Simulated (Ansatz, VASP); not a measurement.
# One calculation of InO, two programs

```
In O
1.0
     3.60127    0.00000    0.00000
    -1.80064    3.11879    0.00000
     0.00000    0.00000   15.85202
In O
2 2
Direct
  0.66667 0.33333 0.58953
  0.66667 0.33333 0.41047
  0.00000 0.00000 0.63988
  0.00000 0.00000 0.36012
```

Change from the starting cell: strain +0.050 along x and y, +0.000 along z, atoms carried along.

Alike in both runs: task single point; functional PBE; dispersion D3(BJ); k mesh 12 × 12 × 2; occupations gaussian, width 0.05 eV; no spin polarisation.

|  | VASP | Ansatz |
| --- | --- | --- |
| version | VASP 6.6.1 | Ansatz 0.2.0 |
| potentials or method | VASP PAW PBE potentials, release 64 (In_d, O), cutoff 520 eV | scalar-relativistic, plane waves, PAW |
| valence electrons in the cell | 38 | 38 |

VASP gave:

```
gap on the k mesh at the Fermi level (eV) : 0.37
least direct gap on the mesh (eV)         : 0.79
rms of the force components (eV/Å)        : 0.398
```

Task: Which values does Ansatz return?

Result: gap on the k mesh at the Fermi level (eV): 0.39; least direct gap on the mesh (eV): 0.80; rms of the force components (eV/Å): 0.412.

Atom by atom the forces differ by 0.015 eV/Å (rms over components).
